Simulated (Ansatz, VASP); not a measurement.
**Two plane-wave programs on WC**

```
W C
1.0
     2.90650    0.00000    0.00000
    -1.45325    2.51710    0.00000
     0.00000    0.00000    2.83660
W C
1 1
Direct
  0.00000 0.00000 0.00000
  0.66667 0.33333 0.50000
```

Alike in both runs: task single point; functional r2SCAN; k mesh 6 × 6 × 6; occupations gaussian, width 0.1 eV; no spin polarisation.

|  | VASP | Ansatz |
| --- | --- | --- |
| version | VASP 6.6.1 | Ansatz 0.2.0 |
| potentials or method | VASP PAW PBE potentials, release 64 (W_sv, C), cutoff 660 eV | scalar-relativistic, plane waves, PAW |
| valence electrons in the cell | 18 | 18 |

VASP gave:

| Property | Result |
| --- | --- |
| gap on the k mesh at the Fermi level (eV) | none |
| pressure (GPa) | 3.4 |
| traceless stress, the component that is largest in VASP (GPa) | -2.00 |

Task: What did Ansatz give for the same quantities?

Result: gap on the k mesh at the Fermi level (eV): none; pressure (GPa): 1.6; traceless stress, the component that is largest in VASP (GPa): -2.17.

VASP's potentials were made for PBE, not for r2SCAN. A gap of «none» marks a metal or a gap that the smearing closes.

The k mesh is coarse, so the values compare programs but aren't converged. Spin-orbit coupling is off throughout.
